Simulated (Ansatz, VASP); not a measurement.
KPt: VASP beside Ansatz

```
Pt K
1.0
     3.00085    0.00000    0.00000
    -1.50042    2.59881    0.00000
     0.00000    0.00000    5.34558
Pt K
1 1
Direct
  0.66667 0.33333 0.00000
  0.00000 0.00000 0.50000
```

Alike in both runs: task single point; functional PBEsol; k mesh 10 × 10 × 5; occupations gaussian, width 0.02 eV; no spin polarisation.

```csv
,VASP,Ansatz
version,VASP 6.6.1,Ansatz 0.2.0
potentials or method,"VASP PAW PBE potentials, release 64 (Pt, K_pv)",Ansatz PAW
plane-wave cutoff (eV),500,420
valence electrons in the cell,17,27
```

|  | VASP | Ansatz | Ansatz less VASP |
| --- | --- | --- | --- |
| gap on the k mesh at the Fermi level (eV) | none | none | - |
| pressure (GPa) | -2.6 | -4.1 | -1.47 |
| traceless stress, the component that is largest in VASP (GPa) | 1.60 | 1.33 | -0.267 |

VASP's potentials were made for PBE, not for PBEsol. A gap of «none» marks a metal or a gap that the smearing closes. VASP's potentials hold 17 valence electrons a cell and Ansatz's 27, so a difference there can come from the potentials and not from the codes.

Neither program's run includes spin-orbit coupling.
